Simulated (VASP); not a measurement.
Write the native input for VASP 6.6.1 that does the following.

- Task: single point
- Functional: HSE06
- Potentials or basis: VASP PAW PBE potentials, release 64 (K_sv)
- Cutoff: 520 eV
- k mesh: 8 × 8 × 8
- Occupations: fermi-dirac, width 0.05 eV
- Spin: no spin polarisation
- Dipole correction: no
- Grid for exact exchange (PRECFOCK): Normal
- Further INCAR settings: ALGO = Normal; EDIFF = 1e-06; NBANDS = 10
- Share of exact exchange: 0.25
- Screening parameter: 0.2079 1/Å

The system is K.

```
K
1.0
    -2.60000    2.60000    2.60000
     2.60000   -2.60000    2.60000
     2.60000    2.60000   -2.60000
K
1
Direct
  0.00000 0.00000 0.00000
```

These files were run (other wordings do the same):

POSCAR

```
K
1.0
   -2.6000000000      2.6000000000      2.6000000000
    2.6000000000     -2.6000000000      2.6000000000
    2.6000000000      2.6000000000     -2.6000000000
K
1
Direct
    0.0000000000      0.0000000000      0.0000000000
```

INCAR.step1

```
SYSTEM = K
PREC = Accurate ; ENCUT = 520
EDIFF = 1E-5 ; ISMEAR = -1
SIGMA = 0.05 ; LREAL = .False.
LASPH = .True. ; NELM = 80
ALGO = Normal ; ISIF = 2
LWAVE = .True. ; LCHARG = .False.
GGA = PE ; NBANDS = 10
KPAR = 2
```

INCAR.step2

```
SYSTEM = K
PREC = Accurate ; ENCUT = 520
EDIFF = 1E-6 ; ISMEAR = -1
SIGMA = 0.05 ; LREAL = .False.
LASPH = .True. ; NELM = 80
ALGO = Normal ; ISIF = 2
LWAVE = .False. ; LCHARG = .False.
GGA = PE ; LHFCALC = .True.
HFSCREEN = 0.2079 ; PRECFOCK = Normal
ISTART = 1 ; NBANDS = 10
KPAR = 2
```

KPOINTS

```
regular mesh
0
Gamma
  8 8 8
  0 0 0
```

Potentials or basis: VASP PAW PBE potentials, release 64 (K_sv).

Run with:

```console
$ cat potpaw_PBE.64/K_sv/POTCAR > POTCAR
$ cp INCAR.step1 INCAR
$ mpirun -np 2 vasp_std > vasp.out
$ cp INCAR.step2 INCAR
$ mpirun -np 2 vasp_std > vasp.out
```

Results of the run:

The pressure is 0.3 GPa and the band gap on the k mesh is zero (an odd number of electrons rules out a gap without spin polarisation).

Caveat: the PAW data sets were made with another functional, which shifts forces and pressure a little.

Wall time 34 min on 2 MPI ranks on Intel(R) Xeon(R) Platinum 8259CL CPU @ 2.50GHz (Skylake/Cascade Lake), with other jobs on the host, peak memory 0.35 GiB a rank.
